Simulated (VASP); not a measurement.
# BaTiO3 (Pm-3m) in VASP: notebook

Runs on BaTiO3. Level: PBE. Tasks: single point.

Everything below comes from runs of VASP 6.6.1. Logs are shortened: lines on timing, memory, paths and dates and some standing lists are left out, and cuts for length are marked.

### 1 The cell of the first run

It takes space group Pm-3m (No. 221, cubic). Conventional cell: a = 4.006 Å, b = 4.006 Å, c = 4.006 Å, α = 90.00°, β = 90.00°, γ = 90.00°. Within 3.7 Å of Ba (site symmetry m-3m) lie 12 O at 2.83 Å and 8 Ti at 3.47 Å. Within 2.7 Å of Ti (site symmetry m-3m) lie 6 O at 2.00 Å. O (site symmetry 4/mmm) has 2 Ti at 2.00 Å within 2.7 Å.

### 2 Single point, PBE

The input, INCAR:

```
SYSTEM = BaTiO3
PREC = Accurate ; ENCUT = 600
EDIFF = 1E-6 ; ISMEAR = 0
SIGMA = 0.01 ; LREAL = .FALSE.
LASPH = .TRUE. ; NELM = 120
ALGO = Normal ; ISIF = 2
LWAVE = .FALSE. ; LCHARG = .FALSE.
GGA = PE ; NBANDS = 28
GGA_COMPAT = .FALSE.
```

The input, KPOINTS:

```
regular mesh
0
G
  3 3 3
  0 0 0
```

The input, POSCAR:

```
BaTiO3
1.0
    4.0060000000      0.0000000000      0.0000000000
    0.0000000000      4.0060000000      0.0000000000
    0.0000000000      0.0000000000      4.0060000000
Ba Ti O
1 1 3
Direct
    0.5000000000      0.5000000000      0.5000000000
    0.0000000000      0.0000000000      0.0000000000
    0.5000000000      0.0000000000      0.0000000000
    0.0000000000      0.5000000000      0.0000000000
    0.0000000000      0.0000000000      0.5000000000
```

Potentials or basis: VASP PAW PBE potentials, release 64 (Ba_sv, Ti_sv, O).

Started as:

```bash
> cat potpaw_PBE.64/Ba_sv/POTCAR potpaw_PBE.64/Ti_sv/POTCAR potpaw_PBE.64/O/POTCAR > POTCAR
> mpirun -np 1 vasp_std > vasp.out
```

OUTCAR:

```text
SYSTEM = BaTiO3
   PREC = Accurate
   ENCUT = 600
   EDIFF = 1E-6
   ISMEAR = 0
   LREAL = .FALSE.
   LASPH = .TRUE.
   NELM = 120
   ISIF = 2
   GGA = PE

 ion  position               nearest neighbor table
   1  0.500  0.500  0.500-   3 2.83   4 2.83   5 2.83   3 2.83   4 2.83   3 2.83   5 2.83   3 2.83
                             4 2.83   5 2.83   4 2.83   5 2.83   2 3.47   2 3.47   2 3.47   2 3.47
   2  0.000  0.000  0.000-   3 2.00   4 2.00   5 2.00   5 2.00   4 2.00   3 2.00   1 3.47   1 3.47
                             1 3.47   1 3.47   1 3.47   1 3.47   1 3.47   1 3.47
   3  0.500  0.000  0.000-   2 2.00   2 2.00   1 2.83   1 2.83   1 2.83   1 2.83
   4  0.000  0.500  0.000-   2 2.00   2 2.00   1 2.83   1 2.83   1 2.83   1 2.83
   5  0.000  0.000  0.500-   2 2.00   2 2.00   1 2.83   1 2.83   1 2.83   1 2.83

  LATTYP: Found a simple cubic cell.
 ALAT       =     4.0060000000

  Lattice vectors:

 A1 = (   4.0060000000,   0.0000000000,   0.0000000000)
 A2 = (   0.0000000000,   4.0060000000,   0.0000000000)
 A3 = (   0.0000000000,   0.0000000000,   4.0060000000)

Analysis of symmetry for initial positions (statically):
=====================================================================
 Subroutine PRICEL returns:
 Original cell was already a primitive cell.

 Routine SETGRP: Setting up the symmetry group for a
 simple cubic supercell.

 Subroutine GETGRP returns: Found 48 space group operations
 (whereof 48 operations were pure point group operations)
 out of a pool of 48 trial point group operations.

The static configuration has the point symmetry O_h .

Analysis of symmetry for dynamics (positions and initial velocities):
=====================================================================
 Subroutine PRICEL returns:
 Original cell was already a primitive cell.

 Routine SETGRP: Setting up the symmetry group for a
 simple cubic supercell.

 Subroutine GETGRP returns: Found 48 space group operations
 (whereof 48 operations were pure point group operations)
 out of a pool of 48 trial point group operations.

The dynamic configuration has the point symmetry O_h .

 Subroutine INISYM returns: Found 48 space group operations
 (whereof 48 operations are pure point group operations),
 and found     1 'primitive' translations

----------------------------------------------------------------------------------------

[... 77 lines left out ...]
   EDIFF  = 0.1E-05   stopping-criterion for ELM
   LREAL  =      F    real-space projection
   EDIFFG = 0.1E-04   stopping-criterion for IOM
   NSW    =      0    number of steps for IOM
   IBRION =     -1    ionic relax: 0-MD 1-quasi-New 2-CG
   NFREE  =      0    steps in history (QN), initial steepest desc. (CG)
   ISIF   =      2    stress and relaxation
   ISYM   =      2    0-nonsym 1-usesym 2-fastsym
   POTIM  = 0.5000    time-step for ionic-motion
   TEBEG  =    0.0;   TEEND  =   0.0 temperature during run
   PSTRESS=    0.0 pullay stress
   NELECT =      40.0000    total number of electrons
   NUPDOWN=      -1.0000    fix difference up-down
   EMIN   =  10.00;   EMAX   =-10.00  energy-range for DOS
   EFERMI =   0.00;   METHOD = LEGACY
   ISMEAR =     0;   SIGMA  =   0.01  broadening in eV -4-tet -1-fermi 0-gaus
   EFERMI_NEDOS =   21; number of points for ismear=-14 and -15
   IALGO  =     38    algorithm
   IMIX   =      4    mixing-type and parameters
     AMIX     =   0.40;   BMIX     =  1.00
     AMIX_MAG =   1.60;   BMIX_MAG =  1.00
  volume/ion in A,a.u.               =      12.86        86.77
  Fermi-wavevector in a.u.,A,eV,Ry     =   1.397603  2.641087 26.576187  1.953295
  Thomas-Fermi vector in A             =   2.520843
   LORBIT       =      0    0 simple, 1 ext, 2 COOP (PROOUT), +10 PAW based schemes
   GGA     = PE    functional components
   LHFCALC =     F    Hartree Fock is set to
   AEXX    =    0.0000 exact exchange contribution
   IVDW    =     0    specifies the selected vdW correction
   LEPSILON=     F    determine dielectric tensor
   LRPA    =     F    only Hartree local field effects (RPA)
 non-spin polarized calculation
 Gauss-broadening in eV      SIGMA  =   0.01
  energy-cutoff  :      600.00
  volume of cell :       64.29
 maximum number of plane-waves:      2151
   NGX = 17   NGY = 17   NGZ = 17

 number of electron      39.9999998 magnetization

 Free energy of the ion-electron system (eV)
  ---------------------------------------------------
  ext. energy  EPLUGINS =         0.00000000
  ---------------------------------------------------
  free energy    TOTEN  =       -39.87656665 eV

  energy without entropy =      -39.87656665  energy(sigma->0) =      -39.87656665

 E-fermi :   3.8028     XC(G=0): -11.2460

 val. band max:        3.6853800217   @ k =   0.0000   0.0000   0.0000
 cond. band min:       5.4942186461   @ k =   0.0000   0.0000   0.0000
 fundamental gap:      1.8088386244
 Fermi energy:         3.8028421481

 k-point     1 :       0.0000    0.0000    0.0000
  band No.  band energies     occupation
      1     -52.9232      2.00000
      2     -29.1281      2.00000
      3     -29.1281      2.00000
      4     -29.1281      2.00000
      5     -20.9996      2.00000
      6     -13.0564      2.00000
[... 113 lines left out ...]
     27      11.6316      0.00000
     28      11.6316      0.00000

------------------------ aborting loop because EDIFF is reached ----------------------------------------

  FORCE on cell =-STRESS in cart. coord.  units (eV):
  Direction    XX          YY          ZZ          XY          YZ          ZX
  --------------------------------------------------------------------------------------
  -------------------------------------------------------------------------------------
  Total        1.4160147      1.4160147      1.4160147      0.0000000      0.0000000     -0.0000000
  in kB       35.2894992     35.2894992     35.2894992      0.0000000      0.0000000     -0.0000000
  external PRESSURE =      35.2894992 kB  Pullay stress =       0.0000000 kB

 VOLUME and BASIS-vectors are now :
 -----------------------------------------------------------------------------
  energy-cutoff  :      600.00
  volume of cell :       64.29
      direct lattice vectors                 reciprocal lattice vectors
     4.006000000  0.000000000  0.000000000     0.249625562  0.000000000  0.000000000
     0.000000000  4.006000000  0.000000000     0.000000000  0.249625562  0.000000000
     0.000000000  0.000000000  4.006000000     0.000000000  0.000000000  0.249625562

 POSITION                                       TOTAL-FORCE (eV/Angst)
 -----------------------------------------------------------------------------------
      2.00300      2.00300      2.00300         0.000000      0.000000      0.000000
      0.00000      0.00000      0.00000         0.000000      0.000000      0.000000
      2.00300      0.00000      0.00000         0.000000      0.000000      0.000000
      0.00000      2.00300      0.00000         0.000000      0.000000      0.000000
      0.00000      0.00000      2.00300         0.000000      0.000000      0.000000
 -----------------------------------------------------------------------------------
    total drift:                                0.000000      0.000000     -0.000000

  FREE ENERGIE OF THE ION-ELECTRON SYSTEM (eV)
  ---------------------------------------------------
  free  energy   TOTEN  =       -39.8765666483 eV

  energy  without entropy=      -39.8765666483  energy(sigma->0) =      -39.87656665
```

stdout:

```text
POSCAR found type information on POSCAR BaTiO
 POSCAR found :  3 types and       5 ions
 scaLAPACK will be used
 LDA part: xc-table for (Slater+PW92), standard interpolation
 POSCAR, INCAR and KPOINTS ok, starting setup
 FFT: planning ... GRIDC
 FFT: planning ... GRID_SOFT
 FFT: planning ... GRID
 WAVECAR not read
 entering main loop
```

It took 29 s on 1 thread of Intel Xeon 8259CL, shared host; peak memory 0.15 GiB.

Results:

```
Free energy            : -39.8766 eV
Pressure               : 3.5 GPa
Band gap on the k mesh : 1.81 eV
```

Levels at points of the mesh, in eV from the valence-band top:
```
           k point  band 16  band 17  band 18  band 19  band 20  band 21  band 22  band 23  band 24  band 25
(0.00, 0.00, 0.00)    -0.94    -0.94     0.00     0.00     0.00     1.81     1.81     1.81     3.94     3.94
```

Caveat: the k points lie up to 0.52 Å⁻¹ apart; spin-orbit coupling is left out, which moves the levels of the heavy elements; an odd mesh through Γ misses points on the zone boundary, where band edges can lie.

(Continued in part 2 of 2.)
